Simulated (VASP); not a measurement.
# HfC (P1) in VASP: single point with PBE

Aim: the single point of HfC with PBE.

Everything below comes from runs of VASP 6.6.1. Logs are shortened: lines on timing, memory, paths and dates and some standing lists are left out, and cuts for length are marked.

## (1) The cell of the first run

The typed cell holds 4 atoms: a = 6.576 Å, b = 3.288 Å, c = 3.288 Å, α = 60.00°, β = 60.00°, γ = 60.00°.

## (2) Single point, PBE

File INCAR:

```
PREC = Accurate
ENCUT = 520
EDIFF = 1E-6
ISMEAR = -1
SIGMA = 0.08
LREAL = F
LASPH = T
NELM = 60
ALGO = Normal
ISIF = 2
LWAVE = F
LCHARG = F
GGA = PE
NBANDS = 22
```

File KPOINTS:

```
Automatic mesh
0
Gamma
  4 7 7
```

File POSCAR:

```
HfC
1.0
    0.0000000000      4.6500000000      4.6500000000
    2.3250000000      0.0000000000      2.3250000000
    2.3250000000      2.3250000000      0.0000000000
Hf C
2 2
Direct
    0.2499458065      0.4948645161      0.5006967742
    0.7491369892      0.5094615054      0.4990425806
   -0.0030411828     -0.0316797849      0.0123258065
    0.5166706452     -0.0326036559     -0.0084501075
```

Potentials or basis: VASP PAW PBE potentials, release 64 (Hf_pv, C).

Run with:

```sh
> cat potpaw_PBE.64/Hf_pv/POTCAR potpaw_PBE.64/C/POTCAR > POTCAR
> mpirun -np 1 vasp_std > vasp.out
```

OUTCAR:

```text
PREC = Accurate
   ENCUT = 520
   EDIFF = 1E-6
   ISMEAR = -1
   LREAL = F
   LASPH = T
   NELM = 60
   ISIF = 2
   GGA = PE

 ion  position               nearest neighbor table
   1  0.250  0.495  0.501-   3 2.29   3 2.31   4 2.34   4 2.38   3 2.40   4 2.41   2 3.26   2 3.27
                             2 3.29   2 3.29   2 3.30   2 3.31
   2  0.749  0.509  0.499-   4 2.21   3 2.22   4 2.26   4 2.34   3 2.35   3 2.39   1 3.26   1 3.27
                             1 3.29   1 3.29   1 3.30   1 3.31
   3  0.997  0.968  0.012-   2 2.22   1 2.29   1 2.31   2 2.35   2 2.39   1 2.40
   4  0.517  0.967  0.992-   2 2.21   2 2.26   1 2.34   2 2.34   1 2.38   1 2.41

  LATTYP: Found a trigonal (rhomboedric) cell.
 ALAT       =     5.6950636520
 COS(alpha) =     0.8333333333

  Lattice vectors:

 A1 = (   2.3250000000,  -2.3250000000,  -4.6500000000)
 A2 = (   4.6500000000,  -2.3250000000,  -2.3250000000)
 A3 = (   2.3250000000,  -4.6500000000,  -2.3250000000)

Analysis of symmetry for initial positions (statically):
=====================================================================
 Subroutine PRICEL returns:
 Original cell was already a primitive cell.

 Routine SETGRP: Setting up the symmetry group for a
 trigonal (rhombohedral) supercell.

 Subroutine GETGRP returns: Found  1 space group operations
 (whereof  1 operations were pure point group operations)
 out of a pool of 12 trial point group operations.

The static configuration has the point symmetry C_1 .

Analysis of symmetry for dynamics (positions and initial velocities):
=====================================================================
 Subroutine PRICEL returns:
 Original cell was already a primitive cell.

 Routine SETGRP: Setting up the symmetry group for a
 trigonal (rhombohedral) supercell.

 Subroutine GETGRP returns: Found  1 space group operations
 (whereof  1 operations were pure point group operations)
 out of a pool of 12 trial point group operations.

The dynamic configuration has the point symmetry C_1 .

 Subroutine INISYM returns: Found  1 space group operations
 (whereof  1 operations are pure point group operations),
 and found     1 'primitive' translations

----------------------------------------------------------------------------------------

                                     Primitive cell

  volume of cell :      50.2723

  direct lattice vectors                    reciprocal lattice vectors
     0.000000000  4.650000000  4.650000000    -0.107526882  0.107526882  0.107526882
     2.325000000  0.000000000  2.325000000     0.215053763 -0.215053763  0.215053763
     2.325000000  2.325000000  0.000000000     0.215053763  0.215053763 -0.215053763

  length of vectors
     6.576093065  3.288046533  3.288046533     0.186242022  0.372484045  0.372484045

  position of ions in fractional coordinates (direct lattice)
     0.249945807  0.494864516  0.500696774
     0.749136989  0.509461505  0.499042581
     0.996958817  0.968320215  0.012325807
     0.516670645  0.967396344  0.991549892

  ion indices of the primitive-cell ions
   primitive index   ion index
                 1           1
                 2           2
                 3           3
                 4           4

----------------------------------------------------------------------------------------

 KPOINTS: Automatic mesh

Automatic generation of k-mesh.
 Grid dimensions read from file:
 generate k-points for:    4    7    7

 Generating k-lattice:

  Cartesian coordinates                     Fractional coordinates (reciprocal lattice)
    -0.026881720  0.026881720  0.026881720     0.250000000  0.000000000  0.000000000
     0.030721966 -0.030721966  0.030721966     0.000000000  0.142857143  0.000000000
     0.030721966  0.030721966 -0.030721966     0.000000000  0.000000000  0.142857143

  Length of vectors
     0.046560506  0.053212006  0.053212006

  Shift w.r.t. Gamma in fractional coordinates (k-lattice)
     0.000000000  0.000000000  0.000000000

 -----------------------------------------------------------------------------
|                                                                             |
|           W    W    AA    RRRRR   N    N  II  N    N   GGGG   !!!           |
|           W    W   A  A   R    R  NN   N  II  NN   N  G    G  !!!           |
|           W    W  A    A  R    R  N N  N  II  N N  N  G       !!!           |
|           W WW W  AAAAAA  RRRRR   N  N N  II  N  N N  G  GGG   !            |
|           WW  WW  A    A  R   R   N   NN  II  N   NN  G    G                |
|           W    W  A    A  R    R  N    N  II  N    N   GGGG   !!!           |
|                                                                             |
|     Your reciprocal lattice and k-lattice belong to different lattice       |
|     classes:                                                                |
|                                                                             |
|        The reciprocal lattice is rhombohedral (trigonal),                   |
|        whereas your k-lattice is base-centered monoclinic.                  |
|                                                                             |
|     Results are often still useful ...                                      |
|                                                                             |
 -----------------------------------------------------------------------------

 WARNING: IBZKPT: internal override: KBLOWUP is changed to .FALSE.
      ... skipping the blow-up phase ...

 Subroutine IBZKPT returns following result:
 ===========================================

 Found     99 irreducible k-points:

 Following reciprocal coordinates:
            Coordinates               Weight
  0.000000  0.000000  0.000000      1.000000
  0.250000  0.000000  0.000000      2.000000
  0.500000  0.000000  0.000000      1.000000
  0.000000  0.142857  0.000000      2.000000
  0.250000  0.142857  0.000000      2.000000
  0.500000  0.142857  0.000000      2.000000
[... 16 lines left out ...]
 -0.250000  0.142857  0.142857      2.000000
  0.000000  0.285714  0.142857      2.000000
 [... further k-points ...]
   k-points           NKPTS =     99   k-points in BZ     NKDIM =     99   number of bands    NBANDS=     22
   number of dos      NEDOS =    301   number of ions     NIONS =      4
   total plane-waves  NPLWV =  28800
   dimension x,y,z NGX =    50 NGY =   24 NGZ =   24
   dimension x,y,z NGXF=   100 NGYF=   48 NGZF=   48
   ions per type =               2   2
   NGX,Y,Z   is equivalent  to a cutoff of  12.64, 12.13, 12.13 a.u.
   NGXF,Y,Z  is equivalent  to a cutoff of  25.28, 24.27, 24.27 a.u.
 SYSTEM =  unknown system
   PREC   = accura    normal or accurate (medium, high low for compatibility)
   ISTART =      0    job   : 0-new  1-cont  2-samecut
   ICHARG =      2    charge: 1-file 2-atom 10-const
   ISPIN  =      1    spin polarized calculation?
   LNONCOLLINEAR =      F non collinear calculations
   LSORBIT =      F    spin-orbit coupling
   LASPH  =      T    aspherical Exc in radial PAW
   ENCUT  =  520.0 eV  38.22 Ry    6.18 a.u.  12.23  6.11  6.11*2*pi/ulx,y,z
   NELM   =     60;   NELMIN=  2; NELMDL= -5     # of ELM steps
   EDIFF  = 0.1E-05   stopping-criterion for ELM
   LREAL  =      F    real-space projection
   EDIFFG = 0.1E-04   stopping-criterion for IOM
   NSW    =      0    number of steps for IOM
   IBRION =     -1    ionic relax: 0-MD 1-quasi-New 2-CG
   NFREE  =      0    steps in history (QN), initial steepest desc. (CG)
   ISIF   =      2    stress and relaxation
   ISYM   =      2    0-nonsym 1-usesym 2-fastsym
   POTIM  = 0.5000    time-step for ionic-motion
   TEBEG  =    0.0;   TEEND  =   0.0 temperature during run
   PSTRESS=    0.0 pullay stress
   NELECT =      28.0000    total number of electrons
   NUPDOWN=      -1.0000    fix difference up-down
   EMIN   =  10.00;   EMAX   =-10.00  energy-range for DOS
   EFERMI =   0.00;   METHOD = LEGACY
   ISMEAR =    -1;   SIGMA  =   0.08  broadening in eV -4-tet -1-fermi 0-gaus
   EFERMI_NEDOS =   21; number of points for ismear=-14 and -15
   IALGO  =     38    algorithm
   IMIX   =      4    mixing-type and parameters
     AMIX     =   0.40;   BMIX     =  1.00
     AMIX_MAG =   1.60;   BMIX_MAG =  1.00
  volume/ion in A,a.u.               =      12.57        84.81
  Fermi-wavevector in a.u.,A,eV,Ry     =   1.346949  2.545365 24.684672  1.814272
  Thomas-Fermi vector in A             =   2.474740
   LORBIT       =      0    0 simple, 1 ext, 2 COOP (PROOUT), +10 PAW based schemes
   GGA     = PE    functional components
   LHFCALC =     F    Hartree Fock is set to
   AEXX    =    0.0000 exact exchange contribution
   IVDW    =     0    specifies the selected vdW correction
   LEPSILON=     F    determine dielectric tensor
   LRPA    =     F    only Hartree local field effects (RPA)
 non-spin polarized calculation
  energy-cutoff  :      520.00
  volume of cell :       50.27
 maximum number of plane-waves:      1368
 NGX is ok and might be reduce to    50
   NGX = 25   NGY = 13   NGZ = 13

 number of electron      27.9999999 magnetization

 Free energy of the ion-electron system (eV)
  ---------------------------------------------------
  ext. energy  EPLUGINS =         0.00000000
  ---------------------------------------------------
  free energy    TOTEN  =       -41.94572866 eV

  energy without entropy =      -41.93164318  energy(sigma->0) =      -41.93868592

 E-fermi :   5.9133     XC(G=0): -12.2800

 val. band max:        5.8936754679   @ k =   0.0000   0.4286   0.4286
 cond. band min:       5.9613488973   @ k =  -0.2500   0.0000   0.4286
 fundamental gap:      0.0676734293
 Fermi energy:         5.9133025325

 k-point     1 :       0.0000    0.0000    0.0000
  band No.  band energies     occupation
      1     -24.3167      2.00000
      2     -23.7929      2.00000
      3     -23.7887      2.00000
      4     -23.5971      2.00000
      5     -23.5132      2.00000
      6     -23.5119      2.00000
[... 14 lines left out ...]
     21      11.2710      0.00000
     22      11.7346      0.00000
[... 552 lines left out ...]
  band No.  band energies     occupation
      1     -24.1542      2.00000
      2     -24.0383      2.00000
      3     -23.8747      2.00000
      4     -23.7502      2.00000
      5     -23.6681      2.00000
      6     -23.5843      2.00000
[... 14 lines left out ...]
     21      12.0226      0.00000
     22      12.9422      0.00000

 [... further k-points ...]

------------------------ aborting loop because EDIFF is reached ----------------------------------------

  FORCE on cell =-STRESS in cart. coord.  units (eV):
  Direction    XX          YY          ZZ          XY          YZ          ZX
  --------------------------------------------------------------------------------------
  -------------------------------------------------------------------------------------
  Total        0.4343830      0.0168263      0.3303368      0.2610065      0.0044491     -0.0249600
  in kB       13.8437741      0.5362526     10.5278266      8.3182701      0.1417939     -0.7954755
  external PRESSURE =       8.3026178 kB  Pullay stress =       0.0000000 kB

 VOLUME and BASIS-vectors are now :
 -----------------------------------------------------------------------------
  energy-cutoff  :      520.00
  volume of cell :       50.27
      direct lattice vectors                 reciprocal lattice vectors
     0.000000000  4.650000000  4.650000000    -0.107526882  0.107526882  0.107526882
     2.325000000  0.000000000  2.325000000     0.215053763 -0.215053763  0.215053763
     2.325000000  2.325000000  0.000000000     0.215053763  0.215053763 -0.215053763

 POSITION                                       TOTAL-FORCE (eV/Angst)
 -----------------------------------------------------------------------------------
      2.31468      2.32637      2.31281        -0.250357      0.152772     -0.161059
      2.34477      4.64376      4.66798        -0.825797      0.358635     -0.613696
      2.28000      4.66452      6.88720        -0.094554      0.274848      1.240118
      4.55455      4.70787      4.65172         1.170709     -0.786255     -0.465363
 -----------------------------------------------------------------------------------
    total drift:                               -0.000008     -0.000022     -0.000060

  FREE ENERGIE OF THE ION-ELECTRON SYSTEM (eV)
  ---------------------------------------------------
  free  energy   TOTEN  =       -41.9457286578 eV

  energy  without entropy=      -41.9316431797  energy(sigma->0) =      -41.93868592
```

Wall time 62 s (1 thread of Intel Xeon Platinum 8488C (Sapphire Rapids), shared host); peak memory 0.24 GiB.

Results:

| Property | Result |
| --- | --- |
| Free energy | -41.9457 eV |
| Pressure | 0.8 GPa |
| Largest force | 1.485 eV/Å |
| Band gap on the k mesh | zero (band 14 reaches 6.73 eV, above the bottom of band 15 at 5.72 eV) |

Forces on the atoms (eV/Å):
```
Hf  -0.250  0.153 -0.161
Hf  -0.826  0.359 -0.614
C   -0.095  0.275  1.240
C    1.171 -0.786 -0.465
```

Stress tensor (GPa, compression positive):
```
 1.38  0.83 -0.08
 0.83  0.05  0.01
-0.08  0.01  1.05
```

Levels at points of the mesh, in eV from the Fermi level:
| k point | band 10 | band 11 | band 12 | band 13 | band 14 | band 15 | band 16 | band 17 | band 18 | band 19 |
| --- | --- | --- | --- | --- | --- | --- | --- | --- | --- | --- |
| (0.00, 0.00, 0.00) | -2.94 | -2.92 | 0.55 | 0.69 | 0.81 | 1.48 | 1.71 | 1.96 | 3.51 | 3.64 |
| (0.50, 0.00, 0.00) | -3.02 | -1.89 | -1.80 | -1.55 | -1.48 | 2.63 | 2.92 | 2.97 | 3.18 | 3.23 |

Caveat: spin-orbit coupling is left out, which moves the levels of the heavy elements; forces of over 1 eV/Å act on the atoms, so gaps and moduli don't describe the material at rest.
